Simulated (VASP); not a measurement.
# Sc (Fm-3m) in VASP: a series of runs, part 3 of 3

VASP 6.6.1. The steps go on from the part before.

**6. Electric field gradients, PBE (volume scaled by 1.05)**

INCAR

```
PREC     = Accurate       # precision mode
ENCUT    = 520            # plane-wave cutoff, eV
EDIFF    = 1E-8           # SCF threshold, eV
ISMEAR   = -1             # smearing method
SIGMA    = 0.03           # smearing width, eV
LREAL    = F              # projectors in reciprocal space
LASPH    = T              # aspherical terms in the spheres
NELM     = 60             # most SCF steps
ALGO     = Normal         # electronic algorithm
ISIF     = 2              # what is computed and relaxed
LWAVE    = F              # write WAVECAR
LCHARG   = F              # write CHGCAR
GGA      = PE             # functional
LEFG     = T            
NBANDS   = 12             # bands
```

KPOINTS

```
regular mesh
0
Gamma
  12 12 12
```

POSCAR

```
Sc
1.0
    0.0000000000      2.3077279282      2.3077279282
    2.3077279282      0.0000000000      2.3077279282
    2.3077279282      2.3077279282      0.0000000000
Sc
1
Direct
    0.0000000000      0.0000000000      0.0000000000
```

Potentials or basis: VASP PAW PBE potentials, release 64 (Sc_sv).

Command:

```sh
> cat potpaw_PBE.64/Sc_sv/POTCAR > POTCAR
> mpirun -np 1 vasp_std > vasp.out
```

OUTCAR:

```text
PREC = Accurate
   ENCUT = 520
   EDIFF = 1E-8
   ISMEAR = -1
   LREAL = F
   LASPH = T
   NELM = 60
   ISIF = 2
   GGA = PE

 ion  position               nearest neighbor table
   1  0.000  0.000  0.000-

  LATTYP: Found a face centered cubic cell.
 ALAT       =     4.6154558564

  Lattice vectors:

 A1 = (   0.0000000000,   2.3077279282,   2.3077279282)
 A2 = (   2.3077279282,   0.0000000000,   2.3077279282)
 A3 = (   2.3077279282,   2.3077279282,   0.0000000000)

Analysis of symmetry for initial positions (statically):
=====================================================================
 Subroutine PRICEL returns:
 Original cell was already a primitive cell.

 Routine SETGRP: Setting up the symmetry group for a
 face centered cubic supercell.

 Subroutine GETGRP returns: Found 48 space group operations
 (whereof 48 operations were pure point group operations)
 out of a pool of 48 trial point group operations.

The static configuration has the point symmetry O_h .

Analysis of symmetry for dynamics (positions and initial velocities):
=====================================================================
 Subroutine PRICEL returns:
 Original cell was already a primitive cell.

 Routine SETGRP: Setting up the symmetry group for a
 face centered cubic supercell.

 Subroutine GETGRP returns: Found 48 space group operations
 (whereof 48 operations were pure point group operations)
 out of a pool of 48 trial point group operations.

The dynamic configuration has the point symmetry O_h .

 Subroutine INISYM returns: Found 48 space group operations
 (whereof 48 operations are pure point group operations),
 and found     1 'primitive' translations

----------------------------------------------------------------------------------------

                                     Primitive cell

  volume of cell :      24.5801

  direct lattice vectors                    reciprocal lattice vectors
     0.000000000  2.307727928  2.307727928    -0.216663322  0.216663322  0.216663322
     2.307727928  0.000000000  2.307727928     0.216663322 -0.216663322  0.216663322
     2.307727928  2.307727928  0.000000000     0.216663322  0.216663322 -0.216663322

  length of vectors
     3.263620134  3.263620134  3.263620134     0.375271882  0.375271882  0.375271882

  position of ions in fractional coordinates (direct lattice)
     0.000000000  0.000000000  0.000000000

  ion indices of the primitive-cell ions
   primitive index   ion index
                 1           1

----------------------------------------------------------------------------------------

 KPOINTS: regular mesh

Automatic generation of k-mesh.
 Grid dimensions read from file:
 generate k-points for:   12   12   12

 Generating k-lattice:

  Cartesian coordinates                     Fractional coordinates (reciprocal lattice)
    -0.018055277  0.018055277  0.018055277     0.083333333  0.000000000  0.000000000
[... 65 lines left out ...]
   ISIF   =      2    stress and relaxation
   ISYM   =      2    0-nonsym 1-usesym 2-fastsym
   POTIM  = 0.5000    time-step for ionic-motion
   TEBEG  =    0.0;   TEEND  =   0.0 temperature during run
   PSTRESS=    0.0 pullay stress
   NELECT =      11.0000    total number of electrons
   NUPDOWN=      -1.0000    fix difference up-down
   EMIN   =  10.00;   EMAX   =-10.00  energy-range for DOS
   EFERMI =   0.00;   METHOD = LEGACY
   ISMEAR =    -1;   SIGMA  =   0.03  broadening in eV -4-tet -1-fermi 0-gaus
   EFERMI_NEDOS =   21; number of points for ismear=-14 and -15
   IALGO  =     38    algorithm
   IMIX   =      4    mixing-type and parameters
     AMIX     =   0.40;   BMIX     =  1.00
     AMIX_MAG =   1.60;   BMIX_MAG =  1.00
  volume/ion in A,a.u.               =      24.58       165.87
  Fermi-wavevector in a.u.,A,eV,Ry     =   1.252212  2.366337 21.334403  1.568034
  Thomas-Fermi vector in A             =   2.386123
   LORBIT       =      0    0 simple, 1 ext, 2 COOP (PROOUT), +10 PAW based schemes
   GGA     = PE    functional components
   LHFCALC =     F    Hartree Fock is set to
   AEXX    =    0.0000 exact exchange contribution
   IVDW    =     0    specifies the selected vdW correction
   LEPSILON=     F    determine dielectric tensor
   LRPA    =     F    only Hartree local field effects (RPA)
 non-spin polarized calculation
  energy-cutoff  :      520.00
  volume of cell :       24.58
 maximum number of plane-waves:       684
   NGX = 13   NGY = 13   NGZ = 13

 number of electron      10.9999999 magnetization

 Free energy of the ion-electron system (eV)
  ---------------------------------------------------
  ext. energy  EPLUGINS =         0.00000000
  ---------------------------------------------------
  free energy    TOTEN  =        -6.20466478 eV

  energy without entropy =       -6.19987128  energy(sigma->0) =       -6.20226803

 E-fermi :   3.7548     XC(G=0):  -9.8866

 val. band max:        3.6904897638   @ k =  -0.4167   0.1667   0.0833
 cond. band min:       3.7986139710   @ k =  -0.2500   0.4167   0.1667
 fundamental gap:      0.1081242072
 Fermi energy:         3.7548198285

 k-point     1 :       0.0000    0.0000    0.0000
  band No.  band energies     occupation
      1     -45.6758      2.00000
      2     -24.0909      2.00000
      3     -24.0909      2.00000
      4     -24.0909      2.00000
      5      -1.4395      2.00000
      6       5.3391      0.00000
      7       5.3391      0.00000
      8       5.3391      0.00000
      9       6.7199      0.00000
     10       6.7199      0.00000
     11      16.2742      0.00000
     12      19.6766      0.00000
[... 331 lines left out ...]
 k-point    24 :      -0.4167    0.1667    0.0000
  band No.  band energies     occupation
      1     -45.6102      2.00000
      2     -24.4508      2.00000
      3     -24.2150      2.00000
      4     -24.1576      2.00000
      5       2.4857      2.00000
      6       3.6618      1.91372
      7       4.8008      0.00000
      8       5.6340      0.00000
      9       7.4204      0.00000
     10       8.3419      0.00000
     11      10.4834      0.00000
     12      14.9872      0.00000

 [... further k-points ...]
[... 5 lines left out ...]
  --------------------------------------------------------------------------------------
  -------------------------------------------------------------------------------------
  Total        0.0287681      0.0287681      0.0287681     -0.0000000      0.0000000     -0.0000000
  in kB        1.8751573      1.8751573      1.8751573     -0.0000000      0.0000000     -0.0000000
  external PRESSURE =       1.8751573 kB  Pullay stress =       0.0000000 kB

 VOLUME and BASIS-vectors are now :
 -----------------------------------------------------------------------------
  energy-cutoff  :      520.00
  volume of cell :       24.58
      direct lattice vectors                 reciprocal lattice vectors
     0.000000000  2.307727928  2.307727928    -0.216663322  0.216663322  0.216663322
     2.307727928  0.000000000  2.307727928     0.216663322 -0.216663322  0.216663322
     2.307727928  2.307727928  0.000000000     0.216663322  0.216663322 -0.216663322

 POSITION                                       TOTAL-FORCE (eV/Angst)
 -----------------------------------------------------------------------------------
      0.00000      0.00000      0.00000        -0.000000     -0.000000     -0.000000
 -----------------------------------------------------------------------------------
    total drift:                                0.000000      0.000000     -0.000000

  FREE ENERGIE OF THE ION-ELECTRON SYSTEM (eV)
  ---------------------------------------------------
  free  energy   TOTEN  =        -6.2046647838 eV

  energy  without entropy=       -6.1998712849  energy(sigma->0) =       -6.20226803

 Electric field gradients (V/A^2)
---------------------------------------------------------------------
 ion       V_xx      V_yy      V_zz      V_xy      V_xz      V_yz
---------------------------------------------------------------------
   1      -0.000    -0.000     0.000    -0.001    -0.001    -0.001
---------------------------------------------------------------------

 Electric field gradients after diagonalization (V/A^2)
 (convention: |V_zz| > |V_xx| > |V_yy|)
----------------------------------------------------------------------
 ion       V_xx      V_yy      V_zz     asymmetry (V_yy - V_xx)/ V_zz
----------------------------------------------------------------------
   1       0.001     0.001    -0.001       0.000
----------------------------------------------------------------------

           NMR quadrupolar parameters

 Cq : quadrupolar parameter    Cq=e*Q*V_zz/h
 eta: asymmetry parameters     (V_yy - V_xx)/ V_zz
 Q  : nuclear electric quadrupole moment in mb (millibarn)
----------------------------------------------------------------------
 ion       Cq(MHz)       eta       Q (mb)
----------------------------------------------------------------------
   1      -0.000       0.000       1.000
----------------------------------------------------------------------
```

It took 27 s on 1 thread of Intel Xeon 8259CL, shared host; peak memory 0.15 GiB.

What came out:

| Quantity | Value |
| --- | --- |
| Free energy | -6.2047 eV |
| Pressure | 0.2 GPa |

Levels at points of the mesh, in eV from the Fermi level:
```
           k point  band 3  band 4  band 5  band 6  band 7  band 8
(0.00, 0.00, 0.00)  -27.85  -27.85   -5.19    1.58    1.58    1.58
(0.50, 0.00, 0.00)  -27.90  -27.90   -1.77    0.23    1.48    1.48
(0.50, 0.50, 0.00)  -27.99  -27.99   -1.52   -0.63    1.93    3.85
```

Caveat: without QUAD_EFG the Cq values of the log hold for a quadrupole moment of 1 mb, not for the nuclei.

**7. The runs side by side**

```tsv
cell	gap on the mesh (eV)	pressure (GPa)
a = 3.211 Å, angles 60.0°, 1 atom	none	3.0
a = 3.238 Å, angles 60.0°, 1 atom	none	1.5
a = 3.264 Å, angles 60.0°, 1 atom	none	0.2
```

Alike in all rows: task electric field gradients; level PBE; potentials or basis VASP PAW PBE potentials, release 64 (Sc_sv); no spin polarisation; k mesh 12 × 12 × 12; cutoff (eV) 520; smearing fermi-dirac 0.03 eV.

Total energies depend on the potentials used, so only differences within one code and one set of settings carry meaning.
